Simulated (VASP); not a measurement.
# ZnO (P6_3mc) in VASP: notebook

Runs on ZnO. Level: r2SCAN. Tasks: single point.

All numbers are computed with VASP 6.6.1; they aren't measurements. Logs are shortened: lines on timing, memory, paths and dates and some standing lists are left out, and cuts for length are marked.

## (1) The cell of the first run

The structure is hexagonal, space group P6_3mc (No. 186). Conventional cell: a = 3.219 Å, b = 3.219 Å, c = 5.227 Å, α = 90.00°, β = 90.00°, γ = 120.00°. Within 2.6 Å of Zn (site symmetry 3m) lie 4 O at 1.96 to 1.98 Å. Within 2.6 Å of O (site symmetry 3m) lie 4 Zn at 1.96 to 1.98 Å.

## (2) Single point, r2SCAN (in-plane strain -0.005)

POSCAR

```
ZnO
1.0
    3.2190194794      0.0000000000      0.0000000000
   -1.6095097397      2.7877526444      0.0000000000
    0.0000000000      0.0000000000      5.2270602376
Zn O
2 2
Direct
    0.3333333333      0.6666666667      0.4996928418
    0.6666666667      0.3333333333     -0.0003071582
    0.6666666667      0.3333333333      0.3793171582
    0.3333333333      0.6666666667      0.8793171582
```

INCAR.step1

```
PREC = Accurate ; ENCUT = 520
ISMEAR = 0 ; SIGMA = 0.01
LREAL = False ; LASPH = True
NELM = 60 ; NBANDS = 26
GGA = PE ; ALGO = Normal
EDIFF = 1E-4 ; LWAVE = True
LCHARG = False
```

INCAR.step2

```
PREC = Accurate ; ENCUT = 520
EDIFF = 1E-6 ; ISMEAR = 0
SIGMA = 0.01 ; LREAL = False
LASPH = True ; NELM = 60
ALGO = Normal ; ISIF = 2
LWAVE = False ; LCHARG = False
METAGGA = R2SCAN ; LMIXTAU = True
NBANDS = 26 ; ISTART = 1
```

KPOINTS

```
regular mesh
0
Gamma
  8 8 4
```

Potentials or basis: VASP PAW PBE potentials, release 64 (Zn, O).

Launch:

```
$ cat potpaw_PBE.64/Zn/POTCAR potpaw_PBE.64/O/POTCAR > POTCAR
$ cp INCAR.step1 INCAR
$ mpirun -np 1 vasp_std > vasp.out
$ cp INCAR.step2 INCAR
$ mpirun -np 1 vasp_std > vasp.out
```

OUTCAR:

```text
PREC = Accurate
   ENCUT = 520
   EDIFF = 1E-6
   ISMEAR = 0
   LREAL = False
   LASPH = True
   NELM = 60
   ISIF = 2
   METAGGA = R2SCAN
   ISTART = 1

 ion  position               nearest neighbor table
   1  0.333  0.667  0.500-   3 1.96   3 1.96   3 1.96   4 1.98
   2  0.667  0.333  1.000-   4 1.96   4 1.96   4 1.96   3 1.98
   3  0.667  0.333  0.379-   1 1.96   1 1.96   1 1.96   2 1.98
   4  0.333  0.667  0.879-   2 1.96   2 1.96   2 1.96   1 1.98

  LATTYP: Found a hexagonal cell.
 ALAT       =     3.2190194794
 C/A-ratio  =     1.6238050969

  Lattice vectors:

 A1 = (   3.2190194794,   0.0000000000,   0.0000000000)
 A2 = (  -1.6095097397,   2.7877526444,   0.0000000000)
 A3 = (   0.0000000000,   0.0000000000,   5.2270602376)

Analysis of symmetry for initial positions (statically):
=====================================================================
 Subroutine PRICEL returns:
 Original cell was already a primitive cell.

 Routine SETGRP: Setting up the symmetry group for a
 hexagonal supercell.

 Subroutine GETGRP returns: Found 12 space group operations
 (whereof  6 operations were pure point group operations)
 out of a pool of 24 trial point group operations.

The static configuration has the point symmetry C_3v.
 The point group associated with its full space group is C_6v.

Analysis of symmetry for dynamics (positions and initial velocities):
=====================================================================
 Subroutine PRICEL returns:
 Original cell was already a primitive cell.

 Routine SETGRP: Setting up the symmetry group for a
 hexagonal supercell.

 Subroutine GETGRP returns: Found 12 space group operations
 (whereof  6 operations were pure point group operations)
 out of a pool of 24 trial point group operations.

The dynamic configuration has the point symmetry C_3v.
 The point group associated with its full space group is C_6v.

 Subroutine INISYM returns: Found 12 space group operations
 (whereof  6 operations are pure point group operations),
 and found     1 'primitive' translations

----------------------------------------------------------------------------------------

                                     Primitive cell

  volume of cell :      46.9068

  direct lattice vectors                    reciprocal lattice vectors
     3.219019479  0.000000000  0.000000000     0.310653603  0.179355941  0.000000000
    -1.609509740  2.787752644  0.000000000     0.000000000  0.358711883  0.000000000
     0.000000000  0.000000000  5.227060238     0.000000000  0.000000000  0.191312125

  length of vectors
     3.219019479  3.219019479  5.227060238     0.358711883  0.358711883  0.191312125

  position of ions in fractional coordinates (direct lattice)
     0.333333333  0.666666667  0.499692842
     0.666666667  0.333333333  0.999692842
     0.666666667  0.333333333  0.379317158
     0.333333333  0.666666667  0.879317158

  ion indices of the primitive-cell ions
   primitive index   ion index
                 1           1
                 2           2
                 3           3
                 4           4

----------------------------------------------------------------------------------------

 KPOINTS: regular mesh

Automatic generation of k-mesh.
 Grid dimensions read from file:
 generate k-points for:    8    8    4

 Generating k-lattice:

  Cartesian coordinates                     Fractional coordinates (reciprocal lattice)
     0.038831700  0.022419493  0.000000000     0.125000000 -0.000000000  0.000000000
     0.000000000  0.044838985  0.000000000     0.000000000  0.125000000  0.000000000
     0.000000000  0.000000000  0.047828031     0.000000000  0.000000000  0.250000000

  Length of vectors
     0.044838985  0.044838985  0.047828031

  Shift w.r.t. Gamma in fractional coordinates (k-lattice)
     0.000000000  0.000000000  0.000000000

 Subroutine IBZKPT returns following result:
 ===========================================

 Found     30 irreducible k-points:

 Following reciprocal coordinates:
            Coordinates               Weight
  0.000000  0.000000  0.000000      1.000000
  0.125000  0.000000  0.000000      6.000000
  0.250000  0.000000  0.000000      6.000000
  0.375000  0.000000  0.000000      6.000000
  0.500000  0.000000  0.000000      3.000000
  0.125000  0.125000  0.000000      6.000000
[... 16 lines left out ...]
  0.250000  0.000000  0.500000      6.000000
  0.375000  0.000000  0.500000      6.000000
 [... further k-points ...]
   k-points           NKPTS =     30   k-points in BZ     NKDIM =     30   number of bands    NBANDS=     26
   number of dos      NEDOS =    301   number of ions     NIONS =      4
   total plane-waves  NPLWV =  23040
   dimension x,y,z NGX =    24 NGY =   24 NGZ =   40
   dimension x,y,z NGXF=    48 NGYF=   48 NGZF=   80
   ions per type =               2   2
   NGX,Y,Z   is equivalent  to a cutoff of  12.39, 12.39, 12.72 a.u.
   NGXF,Y,Z  is equivalent  to a cutoff of  24.79, 24.79, 25.44 a.u.
 SYSTEM =  unknown system
   PREC   = accura    normal or accurate (medium, high low for compatibility)
   ISTART =      1    job   : 0-new  1-cont  2-samecut
   ICHARG =      0    charge: 1-file 2-atom 10-const
   ISPIN  =      1    spin polarized calculation?
   LNONCOLLINEAR =      F non collinear calculations
   LSORBIT =      F    spin-orbit coupling
   LASPH  =      T    aspherical Exc in radial PAW
   ENCUT  =  520.0 eV  38.22 Ry    6.18 a.u.   5.99  5.99  9.72*2*pi/ulx,y,z
   NELM   =     60;   NELMIN=  2; NELMDL=  0     # of ELM steps
   EDIFF  = 0.1E-05   stopping-criterion for ELM
   LREAL  =      F    real-space projection
   EDIFFG = 0.1E-04   stopping-criterion for IOM
   NSW    =      0    number of steps for IOM
   IBRION =     -1    ionic relax: 0-MD 1-quasi-New 2-CG
   NFREE  =      0    steps in history (QN), initial steepest desc. (CG)
   ISIF   =      2    stress and relaxation
   ISYM   =      2    0-nonsym 1-usesym 2-fastsym
   POTIM  = 0.5000    time-step for ionic-motion
   TEBEG  =    0.0;   TEEND  =   0.0 temperature during run
   PSTRESS=    0.0 pullay stress
   NELECT =      36.0000    total number of electrons
   NUPDOWN=      -1.0000    fix difference up-down
   EMIN   =  10.00;   EMAX   =-10.00  energy-range for DOS
   EFERMI =   0.00;   METHOD = LEGACY
   ISMEAR =     0;   SIGMA  =   0.01  broadening in eV -4-tet -1-fermi 0-gaus
   EFERMI_NEDOS =   21; number of points for ismear=-14 and -15
   IALGO  =     38    algorithm
   IMIX   =      4    mixing-type and parameters
     AMIX     =   0.40;   BMIX     =  1.00
     AMIX_MAG =   1.60;   BMIX_MAG =  1.00
  volume/ion in A,a.u.               =      11.73        79.14
  Fermi-wavevector in a.u.,A,eV,Ry     =   1.498870  2.832453 30.566990  2.246610
  Thomas-Fermi vector in A             =   2.610573
   LORBIT       =      0    0 simple, 1 ext, 2 COOP (PROOUT), +10 PAW based schemes
   METAGGA = R2SCAN    functional components
   LHFCALC =     F    Hartree Fock is set to
   AEXX    =    0.0000 exact exchange contribution
   IVDW    =     0    specifies the selected vdW correction
   LEPSILON=     F    determine dielectric tensor
   LRPA    =     F    only Hartree local field effects (RPA)
 non-spin polarized calculation
 Gauss-broadening in eV      SIGMA  =   0.01
  energy-cutoff  :      520.00
  volume of cell :       46.91
 maximum number of plane-waves:      1292
 NGX is ok and might be reduce to    24
   NGX = 11   NGY = 11   NGZ = 19

 number of electron      36.0000009 magnetization

 Free energy of the ion-electron system (eV)
  ---------------------------------------------------
  ext. energy  EPLUGINS =         0.00000000
  ---------------------------------------------------
  free energy    TOTEN  =       -36.31236510 eV

  energy without entropy =      -36.31236510  energy(sigma->0) =      -36.31236510

 E-fermi :   1.0676     XC(G=0): -11.7476

 val. band max:        0.9935645900   @ k =   0.0000   0.0000   0.0000
 cond. band min:       2.2264097337   @ k =   0.0000   0.0000   0.0000
 fundamental gap:      1.2328451438
 Fermi energy:         1.0675735722

 k-point     1 :       0.0000    0.0000    0.0000
  band No.  band energies     occupation
      1     -18.2207      2.00000
      2     -17.5269      2.00000
      3      -4.9158      2.00000
      4      -4.9158      2.00000
      5      -4.8543      2.00000
      6      -4.8457      2.00000
[... 18 lines left out ...]
     25      16.2107      0.00000
     26      16.2109      0.00000

 k-point     2 :       0.1250    0.0000    0.0000
  band No.  band energies     occupation
      1     -18.1368      2.00000
      2     -17.4887      2.00000
      3      -5.0087      2.00000
      4      -4.8632      2.00000
      5      -4.8061      2.00000
      6      -4.7524      2.00000
[... 18 lines left out ...]
     25      16.0268      0.00000
     26      16.3831      0.00000

 k-point     3 :       0.2500    0.0000    0.0000
  band No.  band energies     occupation
      1     -17.9207      2.00000
      2     -17.4028      2.00000
      3      -5.1696      2.00000
      4      -4.8188      2.00000
      5      -4.7465      2.00000
      6      -4.6141      2.00000
[... 18 lines left out ...]
     25      15.3464      0.00000
     26      16.1932      0.00000

 k-point     4 :       0.3750    0.0000    0.0000
  band No.  band energies     occupation
      1     -17.6725      2.00000
      2     -17.3385      2.00000
      3      -5.2080      2.00000
      4      -4.8762      2.00000
      5      -4.6543      2.00000
      6      -4.3872      2.00000
[... 18 lines left out ...]
     25      15.2205      0.00000
     26      16.1991      0.00000
[... 496 lines left out ...]
      1     -17.8192      2.00000
      2     -17.8192      2.00000
      3      -5.1537      2.00000
      4      -5.1537      2.00000
      5      -4.7784      2.00000
      6      -4.7784      2.00000
[... 18 lines left out ...]
     25      15.2772      0.00000
     26      15.2772      0.00000

 k-point    23 :       0.2500    0.0000    0.5000
  band No.  band energies     occupation
      1     -17.6624      2.00000
      2     -17.6624      2.00000
      3      -5.2506      2.00000
      4      -5.2506      2.00000
      5      -4.6235      2.00000
      6      -4.6235      2.00000
[... 18 lines left out ...]
     25      15.5310      0.00000
     26      15.5310      0.00000

 k-point    24 :       0.3750    0.0000    0.5000
  band No.  band energies     occupation
      1     -17.5002      2.00000
      2     -17.5002      2.00000
      3      -5.3007      2.00000
      4      -5.3007      2.00000
      5      -4.4532      2.00000
      6      -4.4532      2.00000
[... 18 lines left out ...]
     25      15.6524      0.00000
     26      15.6524      0.00000

 [... further k-points ...]
[... 5 lines left out ...]
  --------------------------------------------------------------------------------------
  -------------------------------------------------------------------------------------
  Total        0.8171313      0.8171313      0.2542274      0.0000000     -0.0000000      0.0000000
  in kB       27.9104673     27.9104673      8.6835546      0.0000000     -0.0000000      0.0000000
  external PRESSURE =      21.5014964 kB  Pullay stress =       0.0000000 kB

 VOLUME and BASIS-vectors are now :
 -----------------------------------------------------------------------------
  energy-cutoff  :      520.00
  volume of cell :       46.91
      direct lattice vectors                 reciprocal lattice vectors
     3.219019479  0.000000000  0.000000000     0.310653603  0.179355941  0.000000000
    -1.609509740  2.787752644  0.000000000     0.000000000  0.358711883  0.000000000
     0.000000000  0.000000000  5.227060238     0.000000000  0.000000000  0.191312125

 POSITION                                       TOTAL-FORCE (eV/Angst)
 -----------------------------------------------------------------------------------
     -0.00000      1.85850      2.61192        -0.000000     -0.000000      0.068389
      1.60951      0.92925      5.22545         0.000000      0.000000      0.068389
      1.60951      0.92925      1.98271        -0.000000      0.000000     -0.068389
     -0.00000      1.85850      4.59624        -0.000000      0.000000     -0.068389
 -----------------------------------------------------------------------------------
    total drift:                                0.000001      0.000002     -0.067807

  FREE ENERGIE OF THE ION-ELECTRON SYSTEM (eV)
  ---------------------------------------------------
  free  energy   TOTEN  =       -36.3123651046 eV

  energy  without entropy=      -36.3123651046  energy(sigma->0) =      -36.31236510
```

Wall time 77 s (1 thread of Intel Xeon 6975P-C, shared host); peak memory 0.18 GiB.

What came out:

| Quantity | Value |
| --- | --- |
| Free energy | -36.3124 eV |
| Pressure | 2.2 GPa |
| Largest force | 0.068 eV/Å |
| Band gap on the k mesh | 1.23 eV, direct |

Forces in eV/Å, atoms in the order of the input:
```
Zn   0.000  0.000  0.068
Zn   0.000  0.000  0.068
O    0.000  0.000 -0.068
O    0.000  0.000 -0.068
```

Stress tensor (GPa, compression positive):
```
2.79 0.00 0.00
0.00 2.79 0.00
0.00 0.00 0.87
```

Caveat: the cell differs from its parent crystal (in-plane strain -0.005); the PAW data sets were made with another functional, which shifts forces and pressure a little.

## (3) Single point, r2SCAN (in-plane strain -0.005, then relaxed in part)

POSCAR

```
ZnO
1.0
    3.2190194793      0.0000000000      0.0000000000
   -1.6095097397      2.7877526444      0.0000000000
    0.0000000000      0.0000000000      5.2377469366
Zn O
2 2
Direct
    0.3333333333      0.6666666667      0.5009965964
    0.6666666667      0.3333333333      0.0009965964
    0.6666666667      0.3333333333      0.3780134036
    0.3333333333      0.6666666667      0.8780134036
```

INCAR.step1

```
PREC = Accurate
ENCUT = 520
ISMEAR = 0
SIGMA = 0.01
LREAL = False
LASPH = True
NELM = 100
NBANDS = 26
GGA = PE
ALGO = Normal
EDIFF = 1E-4
LWAVE = True
LCHARG = False
```

INCAR.step2

```
PREC = Accurate
ENCUT = 520
EDIFF = 1E-6
ISMEAR = 0
SIGMA = 0.01
LREAL = False
LASPH = True
NELM = 100
ALGO = Normal
ISIF = 2
LWAVE = False
LCHARG = False
METAGGA = R2SCAN
LMIXTAU = True
NBANDS = 26
ISTART = 1
```

KPOINTS

```
Automatic mesh
0
Gamma
  8 8 4
```

Potentials or basis: VASP PAW PBE potentials, release 64 (Zn, O).

Launch:

```
$ cat potpaw_PBE.64/Zn/POTCAR potpaw_PBE.64/O/POTCAR > POTCAR
$ cp INCAR.step1 INCAR
$ mpirun -np 1 vasp_std > vasp.out
$ cp INCAR.step2 INCAR
$ mpirun -np 1 vasp_std > vasp.out
```

Wall time 77 s (1 thread of Intel Xeon 6975P-C, shared host); peak memory 0.18 GiB.

Results (log left out):

```
Free energy            : -36.3137 eV
Pressure               : 1.8 GPa
Largest force          : 0.010 eV/Å
Band gap on the k mesh : 1.23 eV, direct
```

Forces in eV/Å, atoms in the order of the input:
```
Zn   0.000  0.000 -0.010
Zn   0.000  0.000 -0.010
O    0.000  0.000  0.010
O    0.000  0.000  0.010
```

Stress tensor (GPa, compression positive):
```
2.14 0.00 0.00
0.00 2.14 0.00
0.00 0.00 1.03
```

Levels at points of the mesh, in eV from the valence-band top:
| k point | band 15 | band 16 | band 17 | band 18 | band 19 | band 20 | band 21 | band 22 |
| --- | --- | --- | --- | --- | --- | --- | --- | --- |
| (0.00, 0.00, 0.00) | -0.82 | -0.10 | 0.00 | 0.00 | 1.23 | 5.93 | 8.76 | 13.85 |
| (0.50, 0.00, 0.00) | -2.90 | -2.33 | -1.34 | -0.86 | 6.46 | 7.38 | 8.00 | 9.41 |
| (0.00, 0.00, 0.50) | -0.41 | -0.41 | -0.41 | -0.41 | 3.93 | 3.93 | 10.79 | 10.79 |
| (0.50, 0.00, 0.50) | -1.55 | -1.55 | -1.47 | -1.47 | 6.24 | 6.24 | 9.22 | 9.22 |

Caveat: the cell differs from its parent crystal (in-plane strain -0.005, then relaxed in part); the PAW data sets were made with another functional, which shifts forces and pressure a little.

## (4) Single point, r2SCAN (film at in-plane strain -0.005)

Changes to POSCAR since step 3:

```diff
@@ -2,3 +2,3 @@
 1.0
-    3.2190194793      0.0000000000      0.0000000000
+    3.2190194794      0.0000000000      0.0000000000
    -1.6095097397      2.7877526444      0.0000000000
```

INCAR.step1

```
SYSTEM = ZnO
PREC = Accurate
ENCUT = 520
ISMEAR = 0
SIGMA = 0.01
LREAL = .FALSE.
LASPH = .TRUE.
NELM = 60
NBANDS = 26
GGA = PE
ALGO = Normal
EDIFF = 1E-4
LWAVE = .TRUE.
LCHARG = .FALSE.
```

INCAR.step2

```
SYSTEM = ZnO
PREC = Accurate
ENCUT = 520
EDIFF = 1E-6
ISMEAR = 0
SIGMA = 0.01
LREAL = .FALSE.
LASPH = .TRUE.
NELM = 60
ALGO = Normal
ISIF = 2
LWAVE = .FALSE.
LCHARG = .TRUE.
METAGGA = R2SCAN
LMIXTAU = .TRUE.
LELF = .TRUE.
LVHAR = .TRUE.
NBANDS = 26
ISTART = 1
```

KPOINTS

```
Automatic mesh
0
G
  8 8 4
  0 0 0
```

Launch:

```
$ cat potpaw_PBE.64/Zn/POTCAR potpaw_PBE.64/O/POTCAR > POTCAR
$ cp INCAR.step1 INCAR
$ mpirun -np 1 vasp_std > vasp.out
$ cp INCAR.step2 INCAR
$ mpirun -np 1 vasp_std > vasp.out
```

Run time: 60 s. Hardware: 1 thread of Intel Xeon 6975P-C, shared host; peak memory 0.18 GiB.

Results (log left out):

```yaml
Free_energy: -36.3137 eV
Pressure: 1.8 GPa
Largest_force: 0.010 eV/Å
Band_gap_on_the_k_mesh: 1.23 eV, direct
```

Forces in eV/Å, atoms in the order of the input:
```
Zn   0.000  0.000 -0.010
Zn   0.000  0.000 -0.010
O    0.000  0.000  0.010
O    0.000  0.000  0.010
```

Stress tensor (GPa, compression positive):
```
2.14 0.00 0.00
0.00 2.14 0.00
0.00 0.00 1.03
```

Levels at points of the mesh, in eV from the valence-band top:
| k point | band 15 | band 16 | band 17 | band 18 | band 19 | band 20 | band 21 | band 22 |
| --- | --- | --- | --- | --- | --- | --- | --- | --- |
| (0.00, 0.00, 0.00) | -0.82 | -0.10 | 0.00 | 0.00 | 1.23 | 5.93 | 8.76 | 13.85 |
| (0.50, 0.00, 0.00) | -2.90 | -2.33 | -1.34 | -0.86 | 6.46 | 7.38 | 8.00 | 9.41 |
| (0.00, 0.00, 0.50) | -0.41 | -0.41 | -0.41 | -0.41 | 3.93 | 3.93 | 10.79 | 10.79 |
| (0.50, 0.00, 0.50) | -1.55 | -1.55 | -1.47 | -1.47 | 6.24 | 6.24 | 9.22 | 9.22 |

Caveat: the cell differs from its parent crystal (film at in-plane strain -0.005); the PAW data sets were made with another functional, which shifts forces and pressure a little.
